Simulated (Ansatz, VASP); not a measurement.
MgO in VASP and in Ansatz

POSCAR

```
MgO
1.0
    0.0000000000      2.1274969947      2.1274969947
    2.1274969947      0.0000000000      2.1274969947
    2.1274969947      2.1274969947      0.0000000000
Mg O
1 1
Direct
    0.0000000000      0.0000000000      0.0000000000
    0.5000000000      0.5000000000      0.5000000000
```

INCAR.step1

```
PREC     = Accurate       # precision mode
ENCUT    = 660            # plane-wave cutoff, eV
ISMEAR   = 0              # smearing method
SIGMA    = 0.05           # smearing width, eV
LREAL    = False          # projectors in reciprocal space
LASPH    = True           # aspherical terms in the spheres
NELM     = 120            # most SCF steps
NBANDS   = 11             # bands
GGA      = PE             # functional
ALGO     = Normal         # electronic algorithm
EDIFF    = 1E-5           # SCF threshold, eV
LWAVE    = True           # write WAVECAR
LCHARG   = False          # write CHGCAR
GGA_COMPAT= False
```

INCAR.step2

```
PREC     = Accurate       # precision mode
ENCUT    = 660            # plane-wave cutoff, eV
EDIFF    = 1E-6           # SCF threshold, eV
ISMEAR   = 0              # smearing method
SIGMA    = 0.05           # smearing width, eV
LREAL    = False          # projectors in reciprocal space
LASPH    = True           # aspherical terms in the spheres
NELM     = 120            # most SCF steps
ALGO     = Normal         # electronic algorithm
ISIF     = 2              # what is computed and relaxed
LWAVE    = False          # write WAVECAR
LCHARG   = False          # write CHGCAR
METAGGA  = R2SCAN         # meta-GGA
LMIXTAU  = True         
NBANDS   = 11             # bands
ISTART   = 1            
GGA_COMPAT= False
```

The input KPOINTS:

```
regular mesh
0
Gamma
  8 8 8
```

Input for Ansatz:

```yaml
crystal:
  lattice:
    - [0.0, 2.1274969947, 2.1274969947]
    - [2.1274969947, 0.0, 2.1274969947]
    - [2.1274969947, 2.1274969947, 0.0]
  atoms:
    - { symbol: Mg, position: [0.0, 0.0, 0.0] }
    - { symbol: O, position: [0.5, 0.5, 0.5] }
basis:
  ecutwfc: 500
  ecutrho_ratio: 4
kpoints:
  mp_grid: { grid: [8, 8, 8] }
hamiltonian:
  xc: r2scan
scf:
  occupations: { method: gaussian, width: 0.05 }
output:
  forces: true
  stress: true
  eigenvalues: true
```

Alike in both runs: task single point; functional r2SCAN; k mesh 8 × 8 × 8; occupations gaussian, width 0.05 eV; no spin polarisation.

|  | VASP | Ansatz |
| --- | --- | --- |
| version | VASP 6.6.1 | Ansatz 0.2.0 |
| potentials or method | VASP PAW PBE potentials, release 64 (Mg, O), cutoff 660 eV | scalar-relativistic, plane waves, PAW |
| valence electrons in the cell | 8 | 16 |

|  | VASP | Ansatz | Ansatz less VASP |
| --- | --- | --- | --- |
| gap on the k mesh at the Fermi level (eV) | 5.31 | 5.33 | +0.021 |
| least direct gap on the mesh (eV) | 5.31 | 5.33 | +0.021 |
| pressure (GPa) | -7.0 | -5.6 | +1.41 |

VASP's potentials were made for PBE, not for r2SCAN. The functional is the same, so the differences come from potentials, cutoffs and numerics. VASP's potentials hold 8 valence electrons a cell and Ansatz's 16, so a difference there can come from the potentials and not from the codes.
